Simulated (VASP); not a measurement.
# Pt4Au (Pt (100), 5 layers) in VASP: single point with PBE

Aim: the single point of Pt4Au (Pt (100), 5 layers) with PBE.

Everything below comes from runs of VASP 6.6.1. Logs are shortened: lines on timing, memory, paths and dates and some standing lists are left out, and cuts for length are marked.

## (1) The cell of the first run

The cell holds a slab with vacuum, 5 atoms: a = 2.808 Å, b = 2.808 Å, c = 23.942 Å, α = 90.00°, β = 90.00°, γ = 90.00°.

## (2) Single point, PBE

Contents of INCAR:

```
ALGO = Normal ; DIPOL = 0.5 0.5 0.500
EDIFF = 1E-6 ; ENCUT = 520
GGA = PE ; IDIPOL = 3
ISIF = 2 ; ISMEAR = -1
LASPH = T ; LCHARG = F
LDIPOL = T ; LREAL = F
LWAVE = F ; NBANDS = 34
NELM = 100 ; PREC = Accurate
SIGMA = 0.08
```

Contents of KPOINTS:

```
k-points
0
Gamma
  12 12 1
```

Contents of POSCAR:

```
Pt4Au
1.0
    2.8080030018      0.0000000000      0.0000000000
    0.0000000000      2.8080030018      0.0000000000
    0.0000000000      0.0000000000     23.9422000000
Au Pt
1 4
Direct
    0.0000000000      0.0000000000      0.3366330712
    0.5000000000      0.5000000000      0.4175861933
    0.0000000000      0.0000000000      0.5000000008
    0.5000000000      0.5000000000      0.5824138035
    0.0000000000      0.0000000000      0.6633669312
```

Potentials or basis: VASP PAW PBE potentials, release 64 (Au, Pt).

The run is started by

```sh
> cat potpaw_PBE.64/Au/POTCAR potpaw_PBE.64/Pt/POTCAR > POTCAR
> mpirun -np 1 vasp_std > vasp.out
```

OUTCAR:

```text
EDIFF = 1E-6
   ENCUT = 520
   GGA = PE
   ISIF = 2
   ISMEAR = -1
   LASPH = T
   LREAL = F
   NELM = 100
   PREC = Accurate

 ion  position               nearest neighbor table
   1  0.000  0.000  0.337-   2 2.77   2 2.77   2 2.77   2 2.77
   2  0.500  0.500  0.418-   1 2.77   1 2.77   1 2.77   1 2.77   3 2.80   3 2.80   3 2.80   3 2.80

   3  0.000  0.000  0.500-   4 2.80   4 2.80   4 2.80   4 2.80   2 2.80   2 2.80   2 2.80   2 2.80

   4  0.500  0.500  0.582-   5 2.77   5 2.77   5 2.77   5 2.77   3 2.80   3 2.80   3 2.80   3 2.80

   5  0.000  0.000  0.663-   4 2.77   4 2.77   4 2.77   4 2.77

  LATTYP: Found a simple tetragonal cell.
 ALAT       =     2.8080030018
 C/A-ratio  =     8.5264153865

  Lattice vectors:

 A1 = (   2.8080030018,   0.0000000000,   0.0000000000)
 A2 = (   0.0000000000,   2.8080030018,   0.0000000000)
 A3 = (   0.0000000000,   0.0000000000,  23.9422000000)

Analysis of symmetry for initial positions (statically):
=====================================================================
 Subroutine PRICEL returns:
 Original cell was already a primitive cell.

 Routine SETGRP: Setting up the symmetry group for a
 simple tetragonal supercell.

 Subroutine GETGRP returns: Found  8 space group operations
 (whereof  8 operations were pure point group operations)
 out of a pool of 16 trial point group operations.

The static configuration has the point symmetry C_4v.

Analysis of symmetry for dynamics (positions and initial velocities):
=====================================================================
 Subroutine PRICEL returns:
 Original cell was already a primitive cell.

 Routine SETGRP: Setting up the symmetry group for a
 simple tetragonal supercell.

 Subroutine GETGRP returns: Found  8 space group operations
 (whereof  8 operations were pure point group operations)
 out of a pool of 16 trial point group operations.

The dynamic configuration has the point symmetry C_4v.

 Subroutine INISYM returns: Found  8 space group operations
 (whereof  8 operations are pure point group operations),
 and found     1 'primitive' translations

----------------------------------------------------------------------------------------

                                     Primitive cell

  volume of cell :     188.7814

  direct lattice vectors                    reciprocal lattice vectors
     2.808003002  0.000000000  0.000000000     0.356124975  0.000000000  0.000000000
     0.000000000  2.808003002  0.000000000     0.000000000  0.356124975  0.000000000
     0.000000000  0.000000000 23.942200000     0.000000000  0.000000000  0.041767256

  length of vectors
     2.808003002  2.808003002 23.942200000     0.356124975  0.356124975  0.041767256

  position of ions in fractional coordinates (direct lattice)
     0.000000000  0.000000000  0.336633071
     0.500000000  0.500000000  0.417586193
     0.000000000  0.000000000  0.500000001
     0.500000000  0.500000000  0.582413804
     0.000000000  0.000000000  0.663366931

  ion indices of the primitive-cell ions
   primitive index   ion index
                 1           1
                 2           2
                 3           3
                 4           4
                 5           5

----------------------------------------------------------------------------------------

 KPOINTS: k-points

Automatic generation of k-mesh.
 Grid dimensions read from file:
 generate k-points for:   12   12    1

 Generating k-lattice:

  Cartesian coordinates                     Fractional coordinates (reciprocal lattice)
     0.029677081  0.000000000  0.000000000     0.083333333  0.000000000  0.000000000
     0.000000000  0.029677081  0.000000000     0.000000000  0.083333333  0.000000000
     0.000000000  0.000000000  0.041767256     0.000000000  0.000000000  1.000000000

  Length of vectors
     0.029677081  0.029677081  0.041767256

  Shift w.r.t. Gamma in fractional coordinates (k-lattice)
     0.000000000  0.000000000  0.000000000

 Subroutine IBZKPT returns following result:
 ===========================================

 Found     28 irreducible k-points:

 Following reciprocal coordinates:
            Coordinates               Weight
  0.000000  0.000000  0.000000      1.000000
  0.083333  0.000000  0.000000      4.000000
  0.166667  0.000000  0.000000      4.000000
  0.250000  0.000000  0.000000      4.000000
  0.333333  0.000000  0.000000      4.000000
  0.416667  0.000000  0.000000      4.000000
[... 16 lines left out ...]
  0.333333  0.333333  0.000000      4.000000
  0.416667  0.333333  0.000000      8.000000
 [... further k-points ...]
   k-points           NKPTS =     28   k-points in BZ     NKDIM =     28   number of bands    NBANDS=     34
   number of dos      NEDOS =    301   number of ions     NIONS =      5
   total plane-waves  NPLWV = 103680
   dimension x,y,z NGX =    24 NGY =   24 NGZ =  180
   dimension x,y,z NGXF=    48 NGYF=   48 NGZF=  360
   ions per type =               1   4
   NGX,Y,Z   is equivalent  to a cutoff of  14.21, 14.21, 12.50 a.u.
   NGXF,Y,Z  is equivalent  to a cutoff of  28.42, 28.42, 25.00 a.u.
 SYSTEM =  unknown system
   PREC   = accura    normal or accurate (medium, high low for compatibility)
   ISTART =      0    job   : 0-new  1-cont  2-samecut
   ICHARG =      2    charge: 1-file 2-atom 10-const
   ISPIN  =      1    spin polarized calculation?
   LNONCOLLINEAR =      F non collinear calculations
   LSORBIT =      F    spin-orbit coupling
   LASPH  =      T    aspherical Exc in radial PAW
   ENCUT  =  520.0 eV  38.22 Ry    6.18 a.u.   5.22  5.22 44.52*2*pi/ulx,y,z
   NELM   =    100;   NELMIN=  2; NELMDL= -5     # of ELM steps
   EDIFF  = 0.1E-05   stopping-criterion for ELM
   LREAL  =      F    real-space projection
   EDIFFG = 0.1E-04   stopping-criterion for IOM
   NSW    =      0    number of steps for IOM
   IBRION =     -1    ionic relax: 0-MD 1-quasi-New 2-CG
   NFREE  =      0    steps in history (QN), initial steepest desc. (CG)
   ISIF   =      2    stress and relaxation
   ISYM   =      2    0-nonsym 1-usesym 2-fastsym
   POTIM  = 0.5000    time-step for ionic-motion
   TEBEG  =    0.0;   TEEND  =   0.0 temperature during run
   PSTRESS=    0.0 pullay stress
   NELECT =      51.0000    total number of electrons
   NUPDOWN=      -1.0000    fix difference up-down
   EMIN   =  10.00;   EMAX   =-10.00  energy-range for DOS
   EFERMI =   0.00;   METHOD = LEGACY
   ISMEAR =    -1;   SIGMA  =   0.08  broadening in eV -4-tet -1-fermi 0-gaus
   EFERMI_NEDOS =   21; number of points for ismear=-14 and -15
   IALGO  =     38    algorithm
   IMIX   =      4    mixing-type and parameters
     AMIX     =   0.40;   BMIX     =  1.00
     AMIX_MAG =   1.60;   BMIX_MAG =  1.00
  volume/ion in A,a.u.               =      37.76       254.79
  Fermi-wavevector in a.u.,A,eV,Ry     =   1.058307  1.999911 15.238723  1.120015
  Thomas-Fermi vector in A             =   2.193612
   LORBIT       =      0    0 simple, 1 ext, 2 COOP (PROOUT), +10 PAW based schemes
   GGA     = PE    functional components
   LHFCALC =     F    Hartree Fock is set to
   AEXX    =    0.0000 exact exchange contribution
   IVDW    =     0    specifies the selected vdW correction
   LEPSILON=     F    determine dielectric tensor
   LRPA    =     F    only Hartree local field effects (RPA)
 non-spin polarized calculation
  energy-cutoff  :      520.00
  volume of cell :      188.78
 maximum number of plane-waves:      5128
 NGX is ok and might be reduce to    24
   NGX = 11   NGY = 11   NGZ = 89

 dipolmoment           0.000000      0.000000     -0.071811 electrons x Angstroem

 number of electron      50.9999999 magnetization

 dipolmoment           0.000000      0.000000      0.020243 electrons x Angstroem

 Free energy of the ion-electron system (eV)
  ---------------------------------------------------
  ext. energy  EPLUGINS =         0.00000000
  ---------------------------------------------------
  free energy    TOTEN  =       -26.21386684 eV

  energy without entropy =      -26.06353501  energy(sigma->0) =      -26.13870092

 E-fermi :   1.1653     XC(G=0):  -6.2527

 val. band max:        1.1651782389   @ k =   0.4167   0.0000   0.0000
 cond. band min:       1.1698021658   @ k =   0.5000   0.1667   0.0000
 fundamental gap:      0.0046239269
 Fermi energy:         1.1652774698

 k-point     1 :       0.0000    0.0000    0.0000
  band No.  band energies     occupation
      1      -8.2835      2.00000
      2      -7.1151      2.00000
      3      -5.6881      2.00000
      4      -5.3762      2.00000
      5      -5.0277      2.00000
      6      -4.9314      2.00000
[... 26 lines left out ...]
     33       6.8312      0.00000
     34       7.4568      0.00000

 k-point     2 :       0.0833    0.0000    0.0000
  band No.  band energies     occupation
      1      -8.1110      2.00000
      2      -6.9640      2.00000
      3      -5.5560      2.00000
      4      -5.2534      2.00000
      5      -4.9161      2.00000
      6      -4.8063      2.00000
[... 26 lines left out ...]
     33       6.9813      0.00000
     34       7.5780      0.00000

 k-point     3 :       0.1667    0.0000    0.0000
  band No.  band energies     occupation
      1      -7.6205      2.00000
      2      -6.5664      2.00000
      3      -5.2926      2.00000
      4      -5.0147      2.00000
      5      -4.5992      2.00000
      6      -4.5190      2.00000
[... 26 lines left out ...]
     33       7.4376      0.00000
     34       7.9084      0.00000
[... 704 lines left out ...]
 k-point    23 :       0.3333    0.3333    0.0000
  band No.  band energies     occupation
      1      -5.0274      2.00000
      2      -4.5418      2.00000
      3      -4.3855      2.00000
      4      -4.3196      2.00000
      5      -4.2315      2.00000
      6      -3.9531      2.00000
[... 26 lines left out ...]
     33       9.2505      0.00000
     34       9.7562      0.00000

 k-point    24 :       0.4167    0.3333    0.0000
  band No.  band energies     occupation
      1      -5.0042      2.00000
      2      -4.7945      2.00000
      3      -4.6061      2.00000
      4      -4.5658      2.00000
      5      -4.2220      2.00000
      6      -4.1305      2.00000
[... 26 lines left out ...]
     33       8.6581      0.00000
     34       9.8005      0.00000

 [... further k-points ...]

------------------------ aborting loop because EDIFF is reached ----------------------------------------

 vacuum level on the upper side and lower side of the slab       (xc-potential included)         0.032        -0.432

  FORCE on cell =-STRESS in cart. coord.  units (eV):
  Direction    XX          YY          ZZ          XY          YZ          ZX
  --------------------------------------------------------------------------------------
  -------------------------------------------------------------------------------------
  Total       -0.5304968     -0.5304968      1.9481207      0.0000000      0.0000000      0.0000000
  in kB       -4.5022971     -4.5022971     16.5335932      0.0000000      0.0000000      0.0000000
  external PRESSURE =       2.5096663 kB  Pullay stress =       0.0000000 kB

 VOLUME and BASIS-vectors are now :
 -----------------------------------------------------------------------------
  energy-cutoff  :      520.00
  volume of cell :      188.78
      direct lattice vectors                 reciprocal lattice vectors
     2.808003002  0.000000000  0.000000000     0.356124975  0.000000000  0.000000000
     0.000000000  2.808003002  0.000000000     0.000000000  0.356124975  0.000000000
     0.000000000  0.000000000 23.942200000     0.000000000  0.000000000  0.041767256

 POSITION                                       TOTAL-FORCE (eV/Angst)
 -----------------------------------------------------------------------------------
      0.00000      0.00000      8.05974        -0.000000      0.000000     -1.043460
      1.40400      1.40400      9.99793         0.000000      0.000000      0.949441
      0.00000      0.00000     11.97110         0.000000      0.000000      0.143193
      1.40400      1.40400     13.94427        -0.000000      0.000000      0.001183
      0.00000      0.00000     15.88246         0.000000      0.000000     -0.050357
 -----------------------------------------------------------------------------------
    total drift:                                0.000000      0.000000     -0.000078

  FREE ENERGIE OF THE ION-ELECTRON SYSTEM (eV)
  ---------------------------------------------------
  free  energy   TOTEN  =       -26.2138668400 eV

  energy  without entropy=      -26.0635350070  energy(sigma->0) =      -26.13870092

 vacuum level on the upper side and lower side of the slab         6.646         6.170
```

It took 3 min on 1 thread of Intel Xeon 6975P-C (Granite Rapids), shared host; peak memory 0.39 GiB.

Results:

```yaml
Free_energy: -26.2139 eV
Largest_force: 1.043 eV/Å
```

Forces in eV/Å, atoms in the order of the input:
```
Au   0.000  0.000 -1.043
Pt   0.000  0.000  0.949
Pt   0.000  0.000  0.143
Pt   0.000  0.000  0.001
Pt   0.000  0.000 -0.050
```

Caveat: spin-orbit coupling is left out, which moves the levels of the heavy elements.
